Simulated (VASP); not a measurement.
# WS2 in VASP: single point with PBE+D3(BJ)

Aim: the single point of WS2 with PBE+D3(BJ).

All numbers are computed with VASP 6.6.1; they aren't measurements. Logs are shortened: lines on timing, memory, paths and dates and some standing lists are left out, and cuts for length are marked.

**1. The cell of the first run**

The cell holds a slab with vacuum, 6 atoms: a = 3.160 Å, b = 3.160 Å, c = 23.804 Å, α = 90.00°, β = 90.00°, γ = 120.00°.

**2. Single point, PBE+D3(BJ)**

Contents of INCAR:

```
  PREC = Accurate
  ENCUT = 520
  EDIFF = 1E-6
  ISMEAR = 0
  SIGMA = 0.05
  LREAL = F
  LASPH = T
  NELM = 80
  ALGO = Normal
  ISIF = 2
  LWAVE = F
  LCHARG = T
  LDIPOL = T
  IDIPOL = 3
  DIPOL = 0.5 0.5 0.394
  GGA = PE
  IVDW = 12
  LELF = T
  LVHAR = T
  LVACPOTAV = T
  NBANDS = 35
```

Contents of KPOINTS:

```
regular mesh
0
Gamma
  9 9 1
```

Contents of POSCAR:

```
WS2
1.0
    3.1595456682      0.0000000000      0.0000000000
   -1.5797728341      2.7362468131      0.0000000000
    0.0000000000      0.0000000000     23.8042574330
S W
4 2
Direct
    0.3333333333      0.6666666667      0.1890418137
    0.3333333333      0.6666666667      0.3214605092
    0.8333333333      1.0000000000      0.4659724735
    0.8333333333      1.0000000000      0.5983911690
    0.6666666667      0.3333333333      0.2552511584
    0.5000000000      1.3333333333      0.5321818182
```

Potentials or basis: VASP PAW PBE potentials, release 64 (S, W_sv).

On the command line:

```sh
$ cat potpaw_PBE.64/S/POTCAR potpaw_PBE.64/W_sv/POTCAR > POTCAR
$ mpirun -np 1 vasp_std > vasp.out
```

OUTCAR:

```text
PREC = Accurate
   ENCUT = 520
   EDIFF = 1E-6
   ISMEAR = 0
   LREAL = F
   LASPH = T
   NELM = 80
   ISIF = 2
   GGA = PE
   IVDW = 12
 IVDW          = 12

 ion  position               nearest neighbor table
   1  0.333  0.667  0.189-   5 2.41   5 2.41   5 2.41
   2  0.333  0.667  0.321-   5 2.41   5 2.41   5 2.41
   3  0.833  0.000  0.466-   6 2.41   6 2.41   6 2.41
   4  0.833  0.000  0.598-   6 2.41   6 2.41   6 2.41
   5  0.667  0.333  0.255-   1 2.41   1 2.41   1 2.41   2 2.41   2 2.41   2 2.41
   6  0.500  0.333  0.532-   3 2.41   3 2.41   3 2.41   4 2.41   4 2.41   4 2.41

  LATTYP: Found a hexagonal cell.
 ALAT       =     3.1595456682
 C/A-ratio  =     7.5340760770

  Lattice vectors:

 A1 = (   3.1595456682,   0.0000000000,   0.0000000000)
 A2 = (  -1.5797728341,   2.7362468131,   0.0000000000)
 A3 = (   0.0000000000,   0.0000000000,  23.8042574330)

Analysis of symmetry for initial positions (statically):
=====================================================================
 Subroutine PRICEL returns:
 Original cell was already a primitive cell.

 Routine SETGRP: Setting up the symmetry group for a
 hexagonal supercell.

 Subroutine GETGRP returns: Found  2 space group operations
 (whereof  1 operations were pure point group operations)
 out of a pool of 24 trial point group operations.

The static configuration has the point symmetry C_1 .
 The point group associated with its full space group is S_2 .

Analysis of symmetry for dynamics (positions and initial velocities):
=====================================================================
 Subroutine PRICEL returns:
 Original cell was already a primitive cell.

 Routine SETGRP: Setting up the symmetry group for a
 hexagonal supercell.

 Subroutine GETGRP returns: Found  2 space group operations
 (whereof  1 operations were pure point group operations)
 out of a pool of 24 trial point group operations.

The dynamic configuration has the point symmetry C_1 .
 The point group associated with its full space group is S_2 .

 Subroutine INISYM returns: Found  2 space group operations
 (whereof  1 operations are pure point group operations),
 and found     1 'primitive' translations

----------------------------------------------------------------------------------------

                                     Primitive cell

  volume of cell :     205.7949

  direct lattice vectors                    reciprocal lattice vectors
     3.159545668  0.000000000  0.000000000     0.316501201  0.182732054  0.000000000
    -1.579772834  2.736246813  0.000000000     0.000000000  0.365464108  0.000000000
     0.000000000  0.000000000 23.804257433     0.000000000  0.000000000  0.042009292

  length of vectors
     3.159545668  3.159545668 23.804257433     0.365464108  0.365464108  0.042009292

  position of ions in fractional coordinates (direct lattice)
     0.333333333  0.666666667  0.189041814
     0.333333333  0.666666667  0.321460509
     0.833333333  0.000000000  0.465972474
     0.833333333  0.000000000  0.598391169
     0.666666667  0.333333333  0.255251158
     0.500000000  0.333333333  0.532181818

  ion indices of the primitive-cell ions
   primitive index   ion index
                 1           1
                 2           2
                 3           3
                 4           4
                 5           5
                 6           6

----------------------------------------------------------------------------------------

 KPOINTS: regular mesh

Automatic generation of k-mesh.
 Grid dimensions read from file:
 generate k-points for:    9    9    1

 Generating k-lattice:

  Cartesian coordinates                     Fractional coordinates (reciprocal lattice)
     0.035166800  0.020303562  0.000000000     0.111111111 -0.000000000  0.000000000
     0.000000000  0.040607123  0.000000000     0.000000000  0.111111111  0.000000000
     0.000000000  0.000000000  0.042009292     0.000000000  0.000000000  1.000000000

  Length of vectors
     0.040607123  0.040607123  0.042009292

  Shift w.r.t. Gamma in fractional coordinates (k-lattice)
     0.000000000  0.000000000  0.000000000

 Subroutine IBZKPT returns following result:
 ===========================================

 Found     41 irreducible k-points:

 Following reciprocal coordinates:
            Coordinates               Weight
  0.000000  0.000000  0.000000      1.000000
  0.111111  0.000000  0.000000      2.000000
  0.000000  0.111111  0.000000      2.000000
 -0.111111  0.111111  0.000000      2.000000
  0.222222 -0.000000  0.000000      2.000000
  0.000000  0.222222  0.000000      2.000000
[... 16 lines left out ...]
  0.333333  0.111111  0.000000      2.000000
 -0.111111  0.444444  0.000000      2.000000
 [... further k-points ...]
   k-points           NKPTS =     41   k-points in BZ     NKDIM =     41   number of bands    NBANDS=     35
   number of dos      NEDOS =    301   number of ions     NIONS =      6
   total plane-waves  NPLWV = 103680
   dimension x,y,z NGX =    24 NGY =   24 NGZ =  180
   dimension x,y,z NGXF=    48 NGYF=   48 NGZF=  360
   ions per type =               4   2
   NGX,Y,Z   is equivalent  to a cutoff of  12.63, 12.63, 12.57 a.u.
   NGXF,Y,Z  is equivalent  to a cutoff of  25.26, 25.26, 25.14 a.u.
 SYSTEM =  unknown system
   PREC   = accura    normal or accurate (medium, high low for compatibility)
   ISTART =      0    job   : 0-new  1-cont  2-samecut
   ICHARG =      2    charge: 1-file 2-atom 10-const
   ISPIN  =      1    spin polarized calculation?
   LNONCOLLINEAR =      F non collinear calculations
   LSORBIT =      F    spin-orbit coupling
   LASPH  =      T    aspherical Exc in radial PAW
   ENCUT  =  520.0 eV  38.22 Ry    6.18 a.u.   5.87  5.87 44.26*2*pi/ulx,y,z
   NELM   =     80;   NELMIN=  2; NELMDL= -5     # of ELM steps
   EDIFF  = 0.1E-05   stopping-criterion for ELM
   LREAL  =      F    real-space projection
   EDIFFG = 0.1E-04   stopping-criterion for IOM
   NSW    =      0    number of steps for IOM
   IBRION =     -1    ionic relax: 0-MD 1-quasi-New 2-CG
   NFREE  =      0    steps in history (QN), initial steepest desc. (CG)
   ISIF   =      2    stress and relaxation
   ISYM   =      2    0-nonsym 1-usesym 2-fastsym
   POTIM  = 0.5000    time-step for ionic-motion
   TEBEG  =    0.0;   TEEND  =   0.0 temperature during run
   PSTRESS=    0.0 pullay stress
   NELECT =      52.0000    total number of electrons
   NUPDOWN=      -1.0000    fix difference up-down
   EMIN   =  10.00;   EMAX   =-10.00  energy-range for DOS
   EFERMI =   0.00;   METHOD = LEGACY
   ISMEAR =     0;   SIGMA  =   0.05  broadening in eV -4-tet -1-fermi 0-gaus
   EFERMI_NEDOS =   21; number of points for ismear=-14 and -15
   IALGO  =     38    algorithm
   IMIX   =      4    mixing-type and parameters
     AMIX     =   0.40;   BMIX     =  1.00
     AMIX_MAG =   1.60;   BMIX_MAG =  1.00
  volume/ion in A,a.u.               =      34.30       231.46
  Fermi-wavevector in a.u.,A,eV,Ry     =   1.034978  1.955825 14.574280  1.071179
  Thomas-Fermi vector in A             =   2.169299
   LORBIT       =      0    0 simple, 1 ext, 2 COOP (PROOUT), +10 PAW based schemes
   GGA     = PE    functional components
   LHFCALC =     F    Hartree Fock is set to
   AEXX    =    0.0000 exact exchange contribution
   IVDW    =    12    specifies the selected vdW correction
   LEPSILON=     F    determine dielectric tensor
   LRPA    =     F    only Hartree local field effects (RPA)
 non-spin polarized calculation
 Gauss-broadening in eV      SIGMA  =   0.05
  energy-cutoff  :      520.00
  volume of cell :      205.79
 maximum number of plane-waves:      5566
   NGX = 11   NGY = 11   NGZ = 89

 dipolmoment           0.000000      0.000000      0.000041 electrons x Angstroem

 number of electron      51.9999994 magnetization

 dipolmoment           0.000000      0.000000     -0.000009 electrons x Angstroem

 Free energy of the ion-electron system (eV)
  ---------------------------------------------------
  ext. energy  EPLUGINS =         0.00000000
  ---------------------------------------------------
  free energy    TOTEN  =       -47.31398659 eV

  energy without entropy =      -47.31398659  energy(sigma->0) =      -47.31398659

 E-fermi :   1.3982     XC(G=0):  -6.1647

 val. band max:        0.9860468372   @ k =   0.0000   0.0000   0.0000
 cond. band min:       2.7355809577   @ k =   0.3333   0.3333   0.0000
 fundamental gap:      1.7495341205
 Fermi energy:         1.3981813624

 k-point     1 :       0.0000    0.0000    0.0000
  band No.  band energies     occupation
      1     -73.1939      2.00000
      2     -73.1939      2.00000
      3     -37.4461      2.00000
      4     -37.4460      2.00000
      5     -37.2714      2.00000
      6     -37.2713      2.00000
[... 27 lines left out ...]
     34       3.8997      0.00000
     35       5.8612      0.00000

 k-point     2 :       0.1111    0.0000    0.0000
  band No.  band energies     occupation
      1     -73.1917      2.00000
      2     -73.1917      2.00000
      3     -37.4384      2.00000
      4     -37.4383      2.00000
      5     -37.3140      2.00000
      6     -37.3140      2.00000
[... 27 lines left out ...]
     34       4.1195      0.00000
     35       6.2216      0.00000

 k-point     3 :       0.0000    0.1111    0.0000
  band No.  band energies     occupation
      1     -73.1917      2.00000
      2     -73.1917      2.00000
      3     -37.4384      2.00000
      4     -37.4383      2.00000
      5     -37.3141      2.00000
      6     -37.3140      2.00000
[... 27 lines left out ...]
     34       4.1190      0.00000
     35       6.2214      0.00000

 k-point     4 :      -0.1111    0.1111    0.0000
  band No.  band energies     occupation
      1     -73.1917      2.00000
      2     -73.1917      2.00000
      3     -37.4384      2.00000
      4     -37.4383      2.00000
      5     -37.3141      2.00000
      6     -37.3140      2.00000
[... 27 lines left out ...]
     34       4.1301      0.00000
     35       6.2210      0.00000

 k-point     5 :       0.2222   -0.0000    0.0000
  band No.  band energies     occupation
      1     -73.1863      2.00000
      2     -73.1862      2.00000
      3     -37.4210      2.00000
      4     -37.4210      2.00000
      5     -37.4188      2.00000
      6     -37.4187      2.00000
[... 638 lines left out ...]
 k-point    22 :       0.3333   -0.1111    0.0000
  band No.  band energies     occupation
      1     -73.1821      2.00000
      2     -73.1820      2.00000
      3     -37.4893      2.00000
      4     -37.4892      2.00000
      5     -37.4038      2.00000
      6     -37.4038      2.00000
[... 27 lines left out ...]
     34       5.4227      0.00000
     35       7.6017      0.00000

 k-point    23 :       0.3333    0.1111    0.0000
  band No.  band energies     occupation
      1     -73.1769      2.00000
      2     -73.1769      2.00000
      3     -37.5789      2.00000
      4     -37.5789      2.00000
      5     -37.3854      2.00000
      6     -37.3853      2.00000
[... 27 lines left out ...]
     34       5.5860      0.00000
     35       7.0950      0.00000

 k-point    24 :      -0.1111    0.4444    0.0000
  band No.  band energies     occupation
      1     -73.1769      2.00000
      2     -73.1769      2.00000
      3     -37.5790      2.00000
      4     -37.5789      2.00000
      5     -37.3854      2.00000
      6     -37.3853      2.00000
[... 27 lines left out ...]
     34       5.5848      0.00000
     35       7.0934      0.00000

 [... further k-points ...]

------------------------ aborting loop because EDIFF is reached ----------------------------------------

 Edisp (eV)   -2.11526

 E8    (eV) :    -0.9186

  FORCE on cell =-STRESS in cart. coord.  units (eV):
  Direction    XX          YY          ZZ          XY          YZ          ZX
  --------------------------------------------------------------------------------------
  -------------------------------------------------------------------------------------
  Total      -0.20050    -0.20282    -0.58509     0.02849     0.04277     0.04428
  in kB      -1.56094    -1.57898    -4.55510     0.22179     0.33299     0.34471
  external pressure =       -2.57 kB  Pullay stress =        0.00 kB

 VOLUME and BASIS-vectors are now :
 -----------------------------------------------------------------------------
  energy-cutoff  :      520.00
  volume of cell :      205.79
      direct lattice vectors                 reciprocal lattice vectors
     3.159545668  0.000000000  0.000000000     0.316501201  0.182732054  0.000000000
    -1.579772834  2.736246813  0.000000000     0.000000000  0.365464108  0.000000000
     0.000000000  0.000000000 23.804257433     0.000000000  0.000000000  0.042009292

 POSITION                                       TOTAL-FORCE (eV/Angst)
 -----------------------------------------------------------------------------------
     -0.00000      1.82416      4.50000        -0.000792      0.000375      0.004060
     -0.00000      1.82416      7.65213        -0.008417     -0.007059      0.040778
      2.63295      0.00000     11.09213         0.008417      0.007059     -0.040778
      2.63295      0.00000     14.24426         0.000792     -0.000375     -0.004060
      1.57977      0.91208      6.07606        -0.001203     -0.003347      0.049441
      1.05318      0.91208     12.66819         0.001203      0.003347     -0.049441
 -----------------------------------------------------------------------------------
    total drift:                                0.000001     -0.000000     -0.000668

  FREE ENERGIE OF THE ION-ELECTRON SYSTEM (eV)
  ---------------------------------------------------
  free  energy   TOTEN  =       -49.4292492410 eV

  energy  without entropy=      -49.4292492410  energy(sigma->0) =      -49.42924924

 vacuum level on the upper side and lower side of the slab         6.468         6.469
```

Wall time 4.5 min (1 thread of Intel Xeon Platinum 8488C (Sapphire Rapids), shared host); peak memory 0.45 GiB.

What came out:

```yaml
Free_energy: -49.4292 eV
Largest_force: 0.050 eV/Å
Band_gap_on_the_k_mesh: 1.75 eV, indirect (least direct gap 1.91 eV)
Dispersion_energy_per_atom: -0.353 eV
```

Forces in eV/Å, atoms in the order of the input:
```
S   -0.001  0.000  0.004
S   -0.008 -0.007  0.041
S    0.008  0.007 -0.041
S    0.001  0.000 -0.004
W   -0.001 -0.003  0.049
W    0.001  0.003 -0.049
```

Caveat: spin-orbit coupling is left out, which moves the levels of the heavy elements.
